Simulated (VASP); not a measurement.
Set up this calculation in VASP 6.6.1, as the native input.

```
Task                   : single point
Functional             : PBEsol
Potentials or basis    : VASP PAW PBE potentials, release 64 (Ga_d, Se)
Cutoff                 : 500 eV
k mesh                 : 10 × 10 × 10
Occupations            : methfessel-paxton, width 0.01 eV
Spin                   : no spin polarisation
Dipole correction      : no
Further INCAR settings : ALGO = Normal; EDIFF = 1e-06; NBANDS = 30
```

The structure of Ga3Se lies in POSCAR:

```
Ga3Se
1.0
    4.4324650000      0.0000000000      0.0000000000
    0.0000000000      4.4324650000      0.0000000000
    0.0000000000      0.0000000000      4.4324650000
Ga Se
3 1
Direct
    0.0000000000      0.5000000000      0.5000000000
    0.5000000000      0.0000000000      0.5000000000
    0.5000000000      0.5000000000      0.0000000000
    0.0000000000      0.0000000000      0.0000000000
```

These files were run (other wordings do the same):

INCAR

```
PREC     = Accurate       # precision mode
ENCUT    = 500            # plane-wave cutoff, eV
EDIFF    = 1E-6           # SCF threshold, eV
ISMEAR   = 1              # smearing method
SIGMA    = 0.01           # smearing width, eV
LREAL    = F              # projectors in reciprocal space
LASPH    = T              # aspherical terms in the spheres
NELM     = 120            # most SCF steps
ALGO     = Normal         # electronic algorithm
ISIF     = 2              # what is computed and relaxed
LWAVE    = F              # write WAVECAR
LCHARG   = F              # write CHGCAR
GGA      = PS             # functional
NBANDS   = 30             # bands
GGA_COMPAT= F
```

KPOINTS

```
Automatic mesh
0
Gamma
  10 10 10
```

Potentials or basis: VASP PAW PBE potentials, release 64 (Ga_d, Se).

Launch:

```console
$ cat potpaw_PBE.64/Ga_d/POTCAR potpaw_PBE.64/Se/POTCAR > POTCAR
$ mpirun -np 1 vasp_std > vasp.out
```

Results of the run:

- Pressure: -3.6 GPa

Caveat: the PAW data sets were made with another functional, which shifts forces and pressure a little.

It took 2.1 min on 1 thread of Intel Xeon 8259CL, with other jobs on the host, peak memory 0.25 GiB.
